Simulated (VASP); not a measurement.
Here is a VASP 6.6.1 calculation.

Contents of INCAR:

```
SYSTEM = Be3Se2O
PREC = Accurate
ENCUT = 520
EDIFF = 1E-6
ISMEAR = 0
SIGMA = 0.1
LREAL = .False.
LASPH = .True.
NELM = 150
ALGO = Normal
ISIF = 2
LWAVE = .False.
LCHARG = .False.
ISPIN = 2
MAGMOM = 0 0 0 0 0 1.07
LORBIT = 11
GGA = PE
NBANDS = 25
```

Contents of KPOINTS:

```
Automatic mesh
0
Gamma
  6 6 12
  0 0 0
```

Contents of POSCAR:

```
Be3Se2O
1.0
    5.8140008210      0.0000000000      0.0000000000
   -2.9070004105      5.0350724086      0.0000000000
    0.0000000000      0.0000000000      3.1987201739
Be Se O
3 2 1
Direct
    0.0000000000      0.5000000000      0.0000000000
    0.5000000000      0.0000000000      0.0000000000
    0.5000000000      0.5000000000      0.0000000000
    0.3333333333      0.6666666667      0.5000000000
    0.6666666667      0.3333333333      0.5000000000
    0.0000000000      0.0000000000      0.5000000000
```

Potentials or basis: VASP PAW PBE potentials, release 64 (Be, Se, O).

Launch:

```bash
$ cat potpaw_PBE.64/Be/POTCAR potpaw_PBE.64/Se/POTCAR potpaw_PBE.64/O/POTCAR > POTCAR
$ mpirun -np 1 vasp_std > vasp.out
```

Q: What does it give for the band gap on the k mesh?

A: Zero (filled and empty bands overlap).

Q: Predict the net moment.

A: 0.00 μB per cell.

Q: Estimate the pressure.

A: -0.8 GPa.

Stress tensor (GPa, compression positive):
```
-0.73  0.00  0.00
 0.00 -0.73  0.00
 0.00  0.00 -0.81
```

Caveat: semilocal functionals underestimate gaps, so a narrow gap can read as zero.
